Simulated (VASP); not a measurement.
# PbS (Cmcm) in VASP: a series of runs

Aim: see how the results for PbS move with the level of theory and the settings. Levels: PBEsol, PBE, PBE+D3(BJ). Tasks: single point.

Program: VASP 6.6.1. These are calculated values, not measurements. Logs are shortened: lines on timing, memory, paths and dates and some standing lists are left out, and cuts for length are marked.

**1. The cell of the first run**

Symmetry: Cmcm, No. 63, orthorhombic system. The conventional cell has a = 3.649 Å, b = 10.107 Å, c = 4.024 Å, α = 90.00°, β = 90.00°, γ = 90.00°. Pb (site symmetry m2m) has 7 S at 2.56 to 3.09 Å and 2 Pb at 3.11 Å within 3.4 Å. Within 3.4 Å of S (site symmetry m2m) lie 7 Pb at 2.56 to 3.09 Å and 2 S at 3.30 Å.

**2. Single point, PBEsol**

File INCAR:

```
ALGO     = Normal         # electronic algorithm
EDIFF    = 1E-6           # SCF threshold, eV
ENCUT    = 520            # plane-wave cutoff, eV
GGA      = PS             # functional
ISIF     = 2              # what is computed and relaxed
ISMEAR   = -1             # smearing method
LASPH    = T              # aspherical terms in the spheres
LCHARG   = T              # write CHGCAR
LELF     = T              # ELF
LREAL    = F              # projectors in reciprocal space
LVHAR    = T            
LWAVE    = F              # write WAVECAR
NBANDS   = 28             # bands
NELM     = 100            # most SCF steps
PREC     = Accurate       # precision mode
SIGMA    = 0.05           # smearing width, eV
```

File KPOINTS:

```
k-points
0
Gamma
  7 7 6
```

File POSCAR:

```
PbS
1.0
    1.8242990846     -5.0533174510      0.0000000000
    1.8242990846      5.0533174510      0.0000000000
    0.0000000000      0.0000000000      4.0241982671
Pb S
2 2
Direct
    0.1175166998      0.8824833002      0.2500000000
    0.8824833002      0.1175166998      0.7500000000
    0.3704849559      0.6295150441      0.2500000000
    0.6295150441      0.3704849559      0.7500000000
```

Potentials or basis: VASP PAW PBE potentials, release 64 (Pb_d, S).

Run with:

```console
cat potpaw_PBE.64/Pb_d/POTCAR potpaw_PBE.64/S/POTCAR > POTCAR
mpirun -np 1 vasp_std > vasp.out
```

OUTCAR:

```text
EDIFF = 1E-6
   ENCUT = 520
   GGA = PS
   ISIF = 2
   ISMEAR = -1
   LASPH = T
   LREAL = F
   NELM = 100
   PREC = Accurate

 ion  position               nearest neighbor table
   1  0.118  0.882  0.250-   3 2.56   4 2.72   4 2.72   4 2.72   4 2.72   3 3.09   3 3.09   2 3.11
                             2 3.11   2 3.81   2 3.81   2 3.81   2 3.81
   2  0.882  0.118  0.750-   4 2.56   3 2.72   3 2.72   3 2.72   3 2.72   4 3.09   4 3.09   1 3.11
                             1 3.11   1 3.81   1 3.81   1 3.81   1 3.81
   3  0.370  0.630  0.250-   1 2.56   2 2.72   2 2.72   2 2.72   2 2.72   1 3.09   1 3.09
   4  0.630  0.370  0.750-   2 2.56   1 2.72   1 2.72   1 2.72   1 2.72   2 3.09   2 3.09

  LATTYP: Found a base centered orthorhombic cell.
 ALAT       =     3.6485981692
 B/A-ratio  =     2.7700049261
 C/A-ratio  =     1.1029436733

  Lattice vectors:

 A1 = (   1.8242990846,  -5.0533174510,   0.0000000000)
 A2 = (   1.8242990846,   5.0533174510,   0.0000000000)
 A3 = (   0.0000000000,   0.0000000000,   4.0241982671)

Analysis of symmetry for initial positions (statically):
=====================================================================
 Subroutine PRICEL returns:
 Original cell was already a primitive cell.

 Routine SETGRP: Setting up the symmetry group for a
 base centered orthorhombic supercell.

 Subroutine GETGRP returns: Found  8 space group operations
 (whereof  4 operations were pure point group operations)
 out of a pool of  8 trial point group operations.

The static configuration has the point symmetry C_2h.
 The point group associated with its full space group is D_2h.

Analysis of symmetry for dynamics (positions and initial velocities):
=====================================================================
 Subroutine PRICEL returns:
 Original cell was already a primitive cell.

 Routine SETGRP: Setting up the symmetry group for a
 base centered orthorhombic supercell.

 Subroutine GETGRP returns: Found  8 space group operations
 (whereof  4 operations were pure point group operations)
 out of a pool of  8 trial point group operations.

The dynamic configuration has the point symmetry C_2h.
 The point group associated with its full space group is D_2h.

 Subroutine INISYM returns: Found  8 space group operations
 (whereof  4 operations are pure point group operations),
 and found     1 'primitive' translations

----------------------------------------------------------------------------------------

                                     Primitive cell

  volume of cell :      74.1963

  direct lattice vectors                    reciprocal lattice vectors
     1.824299085 -5.053317451  0.000000000     0.274077866 -0.098944902  0.000000000
     1.824299085  5.053317451  0.000000000     0.274077866  0.098944902  0.000000000
     0.000000000  0.000000000  4.024198267     0.000000000  0.000000000  0.248496703

  length of vectors
     5.372530541  5.372530541  4.024198267     0.291391095  0.291391095  0.248496703

  position of ions in fractional coordinates (direct lattice)
     0.117516700  0.882483300  0.250000000
     0.882483300  0.117516700  0.750000000
     0.370484956  0.629515044  0.250000000
     0.629515044  0.370484956  0.750000000

  ion indices of the primitive-cell ions
   primitive index   ion index
                 1           1
                 2           2
                 3           3
                 4           4

----------------------------------------------------------------------------------------

 KPOINTS: k-points

Automatic generation of k-mesh.
 Grid dimensions read from file:
 generate k-points for:    7    7    6

 Generating k-lattice:

  Cartesian coordinates                     Fractional coordinates (reciprocal lattice)
     0.039153981 -0.014134986  0.000000000     0.142857143  0.000000000  0.000000000
     0.039153981  0.014134986  0.000000000     0.000000000  0.142857143  0.000000000
     0.000000000  0.000000000  0.041416117     0.000000000  0.000000000  0.166666667

  Length of vectors
     0.041627299  0.041627299  0.041416117

  Shift w.r.t. Gamma in fractional coordinates (k-lattice)
     0.000000000  0.000000000  0.000000000

 Subroutine IBZKPT returns following result:
 ===========================================

 Found     64 irreducible k-points:

 Following reciprocal coordinates:
            Coordinates               Weight
  0.000000  0.000000  0.000000      1.000000
  0.142857 -0.000000  0.000000      4.000000
  0.285714  0.000000  0.000000      4.000000
  0.428571  0.000000  0.000000      4.000000
  0.142857  0.142857  0.000000      2.000000
  0.285714  0.142857  0.000000      4.000000
[... 16 lines left out ...]
  0.428571  0.142857  0.166667      8.000000
 -0.428571  0.142857  0.166667      8.000000
 [... further k-points ...]
   k-points           NKPTS =     64   k-points in BZ     NKDIM =     64   number of bands    NBANDS=     28
   number of dos      NEDOS =    301   number of ions     NIONS =      4
   total plane-waves  NPLWV =  48000
   dimension x,y,z NGX =    40 NGY =   40 NGZ =   30
   dimension x,y,z NGXF=    80 NGYF=   80 NGZF=   60
   ions per type =               2   2
   NGX,Y,Z   is equivalent  to a cutoff of  12.38, 12.38, 12.39 a.u.
   NGXF,Y,Z  is equivalent  to a cutoff of  24.75, 24.75, 24.79 a.u.
 SYSTEM =  unknown system
   PREC   = accura    normal or accurate (medium, high low for compatibility)
   ISTART =      0    job   : 0-new  1-cont  2-samecut
   ICHARG =      2    charge: 1-file 2-atom 10-const
   ISPIN  =      1    spin polarized calculation?
   LNONCOLLINEAR =      F non collinear calculations
   LSORBIT =      F    spin-orbit coupling
   LASPH  =      T    aspherical Exc in radial PAW
   ENCUT  =  520.0 eV  38.22 Ry    6.18 a.u.   9.99  9.99  7.48*2*pi/ulx,y,z
   NELM   =    100;   NELMIN=  2; NELMDL= -5     # of ELM steps
   EDIFF  = 0.1E-05   stopping-criterion for ELM
   LREAL  =      F    real-space projection
   EDIFFG = 0.1E-04   stopping-criterion for IOM
   NSW    =      0    number of steps for IOM
   IBRION =     -1    ionic relax: 0-MD 1-quasi-New 2-CG
   NFREE  =      0    steps in history (QN), initial steepest desc. (CG)
   ISIF   =      2    stress and relaxation
   ISYM   =      2    0-nonsym 1-usesym 2-fastsym
   POTIM  = 0.5000    time-step for ionic-motion
   TEBEG  =    0.0;   TEEND  =   0.0 temperature during run
   PSTRESS=    0.0 pullay stress
   NELECT =      40.0000    total number of electrons
   NUPDOWN=      -1.0000    fix difference up-down
   EMIN   =  10.00;   EMAX   =-10.00  energy-range for DOS
   EFERMI =   0.00;   METHOD = LEGACY
   ISMEAR =    -1;   SIGMA  =   0.05  broadening in eV -4-tet -1-fermi 0-gaus
   EFERMI_NEDOS =   21; number of points for ismear=-14 and -15
   IALGO  =     38    algorithm
   IMIX   =      4    mixing-type and parameters
     AMIX     =   0.40;   BMIX     =  1.00
     AMIX_MAG =   1.60;   BMIX_MAG =  1.00
  volume/ion in A,a.u.               =      18.55       125.18
  Fermi-wavevector in a.u.,A,eV,Ry     =   1.332399  2.517868 24.154233  1.775286
  Thomas-Fermi vector in A             =   2.461336
   LORBIT       =      0    0 simple, 1 ext, 2 COOP (PROOUT), +10 PAW based schemes
   GGA     = PS    functional components
   LHFCALC =     F    Hartree Fock is set to
   AEXX    =    0.0000 exact exchange contribution
   IVDW    =     0    specifies the selected vdW correction
   LEPSILON=     F    determine dielectric tensor
   LRPA    =     F    only Hartree local field effects (RPA)
 non-spin polarized calculation
  energy-cutoff  :      520.00
  volume of cell :       74.20
 maximum number of plane-waves:      2013
   NGX = 19   NGY = 19   NGZ = 15

 number of electron      40.0000008 magnetization

 Free energy of the ion-electron system (eV)
  ---------------------------------------------------
  ext. energy  EPLUGINS =         0.00000000
  ---------------------------------------------------
  free energy    TOTEN  =       -16.97507002 eV

  energy without entropy =      -16.97189040  energy(sigma->0) =      -16.97348021

 E-fermi :  10.1814     XC(G=0): -11.6414

 val. band max:       10.1800346730   @ k =  -0.4286   0.4286   0.3333
 cond. band min:      10.1955945682   @ k =   0.0000   0.0000   0.5000
 fundamental gap:      0.0155598951
 Fermi energy:        10.1813877418

 k-point     1 :       0.0000    0.0000    0.0000
  band No.  band energies     occupation
      1      -7.6131      2.00000
      2      -7.2851      2.00000
      3      -7.2031      2.00000
      4      -7.0602      2.00000
      5      -7.0032      2.00000
      6      -6.9630      2.00000
[... 20 lines left out ...]
     27      17.5189      0.00000
     28      17.5551      0.00000

 k-point     2 :       0.1429   -0.0000    0.0000
  band No.  band energies     occupation
      1      -7.5625      2.00000
      2      -7.2758      2.00000
      3      -7.1803      2.00000
      4      -7.0361      2.00000
      5      -7.0267      2.00000
      6      -6.9915      2.00000
[... 20 lines left out ...]
     27      16.2921      0.00000
     28      17.3379      0.00000

 k-point     3 :       0.2857    0.0000    0.0000
  band No.  band energies     occupation
      1      -7.4381      2.00000
      2      -7.2555      2.00000
      3      -7.1409      2.00000
      4      -7.1092      2.00000
      5      -7.0644      2.00000
      6      -7.0055      2.00000
[... 20 lines left out ...]
     27      16.6736      0.00000
     28      17.6984      0.00000

 k-point     4 :       0.4286    0.0000    0.0000
  band No.  band energies     occupation
      1      -7.3125      2.00000
      2      -7.2396      2.00000
      3      -7.1691      2.00000
      4      -7.1392      2.00000
      5      -7.1157      2.00000
      6      -7.0315      2.00000
[... 578 lines left out ...]
     27      17.2203      0.00000
     28      18.3994      0.00000

 k-point    23 :       0.4286    0.1429    0.1667
  band No.  band energies     occupation
      1      -7.3125      2.00000
      2      -7.2992      2.00000
      3      -7.2469      2.00000
      4      -7.1248      2.00000
      5      -7.0995      2.00000
      6      -7.0188      2.00000
[... 20 lines left out ...]
     27      16.8978      0.00000
     28      18.6480      0.00000

 k-point    24 :      -0.4286    0.1429    0.1667
  band No.  band energies     occupation
      1      -7.3735      2.00000
      2      -7.2405      2.00000
      3      -7.2164      2.00000
      4      -7.1097      2.00000
      5      -7.0821      2.00000
      6      -7.0153      2.00000
[... 20 lines left out ...]
     27      17.9011      0.00000
     28      18.1500      0.00000

 [... further k-points ...]

------------------------ aborting loop because EDIFF is reached ----------------------------------------

  FORCE on cell =-STRESS in cart. coord.  units (eV):
  Direction    XX          YY          ZZ          XY          YZ          ZX
  --------------------------------------------------------------------------------------
  -------------------------------------------------------------------------------------
  Total       13.8716084     13.8248145     13.8903971      0.0000000     -0.0000000      0.0000000
  in kB      299.5404058    298.5299493    299.9461268      0.0000000     -0.0000000      0.0000000
  external PRESSURE =     299.3388273 kB  Pullay stress =       0.0000000 kB

 VOLUME and BASIS-vectors are now :
 -----------------------------------------------------------------------------
  energy-cutoff  :      520.00
  volume of cell :       74.20
      direct lattice vectors                 reciprocal lattice vectors
     1.824299085 -5.053317451  0.000000000     0.274077866 -0.098944902  0.000000000
     1.824299085  5.053317451  0.000000000     0.274077866  0.098944902  0.000000000
     0.000000000  0.000000000  4.024198267     0.000000000  0.000000000  0.248496703

 POSITION                                       TOTAL-FORCE (eV/Angst)
 -----------------------------------------------------------------------------------
      1.82430      3.86562      1.00605         0.000000     -0.000653      0.000000
      1.82430     -3.86562      3.01815         0.000000      0.000653     -0.000000
      1.82430      1.30896      1.00605         0.000000      0.000978      0.000000
      1.82430     -1.30896      3.01815         0.000000     -0.000978     -0.000000
 -----------------------------------------------------------------------------------
    total drift:                               -0.000000     -0.000000     -0.000000

  FREE ENERGIE OF THE ION-ELECTRON SYSTEM (eV)
  ---------------------------------------------------
  free  energy   TOTEN  =       -16.9750700199 eV

  energy  without entropy=      -16.9718904047  energy(sigma->0) =      -16.97348021
```

Wall time 1.7 min (1 thread of Intel Xeon Platinum 8488C (Sapphire Rapids), shared host); peak memory 0.27 GiB.

Results:

```
Free energy            : -16.9751 eV
Pressure               : 29.9 GPa
Band gap on the k mesh : zero (band 20 reaches 10.20 eV, above the bottom of band 21 at 10.16 eV)
```

Caveat: the PAW data sets were made with another functional, which shifts forces and pressure a little; spin-orbit coupling is left out, which moves the levels of the heavy elements.

[end of part 1 of 2]
